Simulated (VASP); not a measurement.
Wanted: the native input for a VASP 6.6.1 run.

| Property | Result |
| --- | --- |
| Task | single point |
| Functional | LDA |
| Potentials or basis | VASP PAW LDA potentials, release 64 (Na_pv) |
| Cutoff | 520 eV |
| k mesh | 15 × 15 × 8 |
| Occupations | gaussian, width 0.15 eV |
| Spin | no spin polarisation |
| Dipole correction | no |
| Further INCAR settings | ALGO = Fast; EDIFF = 1e-07; NBANDS = 14 |

The structure of Na lies in POSCAR:

```
Na
1.0
    3.7658190936      0.0000000000      0.0000000000
   -1.8829095468      3.2612950011      0.0000000000
    0.0000000000      0.0000000000      5.8981745703
Na
2
Direct
    0.2044455700      0.6666666667      0.2500000000
    0.7955544300      0.3333333333      0.7500000000
```

This cell differs from its parent crystal: atoms displaced along a vibrational mode, the cell strained.

These files were run (other wordings do the same):

INCAR

```
SYSTEM = Na
PREC     = Accurate       ! precision mode
ENCUT    = 520            ! plane-wave cutoff, eV
EDIFF    = 1E-7           ! SCF threshold, eV
ISMEAR   = 0              ! smearing method
SIGMA    = 0.15           ! smearing width, eV
LREAL    = .FALSE.        ! projectors in reciprocal space
LASPH    = .TRUE.         ! aspherical terms in the spheres
NELM     = 60             ! most SCF steps
ALGO     = Fast           ! electronic algorithm
ISIF     = 2              ! what is computed and relaxed
LWAVE    = .FALSE.        ! write WAVECAR
LCHARG   = .TRUE.         ! write CHGCAR
GGA      = CA             ! functional
LELF     = .TRUE.         ! ELF
LVHAR    = .TRUE.       
NBANDS   = 14             ! bands
```

KPOINTS

```
Automatic mesh
0
G
  15 15 8
  0 0 0
```

Potentials or basis: VASP PAW LDA potentials, release 64 (Na_pv).

Command:

```console
$ cat potpaw_LDA.64/Na_pv/POTCAR > POTCAR
$ mpirun -np 1 vasp_std > vasp.out
```

It gave:

The pressure is -0.4 GPa. The largest force is 0.136 eV/Å and the band gap on the k mesh is zero (bands 7 and 8 overlap by 4.29 eV).

Caveat: the cell differs from its parent crystal (atoms displaced along a vibrational mode, the cell strained).

It took 3.4 min on 1 thread of Intel(R) Xeon(R) 6975P-C (Granite Rapids) (shared host), peak memory 0.48 GiB.
